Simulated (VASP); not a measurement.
Input of a VASP 6.6.1 run:

The input INCAR:

```
PREC = Accurate ; ENCUT = 520
EDIFF = 1E-6 ; ISMEAR = 1
SIGMA = 0.05 ; LREAL = False
LASPH = True ; NELM = 60
ALGO = Normal ; ISIF = 2
LWAVE = False ; LCHARG = False
GGA = PS ; NBANDS = 24
```

File KPOINTS:

```
regular mesh
0
Gamma
  14 14 14
```

Contents of POSCAR:

```
AlNi3
1.0
    0.0000000000      2.8018887551      2.8018887551
    2.8018887551      0.0000000000      2.8018887551
    2.8018887551      2.8018887551      0.0000000000
Al Ni
1 3
Direct
    0.5000000000      0.5000000000      0.5000000000
    0.2500000000      0.2500000000      0.2500000000
    0.0000000000      0.0000000000      0.0000000000
    0.7500000000      0.7500000000      0.7500000000
```

Potentials or basis: VASP PAW PBE potentials, release 64 (Al, Ni).

Run with:

```sh
$ cat potpaw_PBE.64/Al/POTCAR potpaw_PBE.64/Ni/POTCAR > POTCAR
$ mpirun -np 1 vasp_std > vasp.out
```

Problem. Predict the pressure.

Solution. -0.7 GPa.

Problem. Estimate the band gap on the k mesh.

Solution. Zero (an odd number of electrons rules out a gap without spin polarisation).

Caveat: the PAW data sets were made with another functional, which shifts forces and pressure a little. Spin polarisation is off, so any magnetic state and its effect on volume and gap are missing.
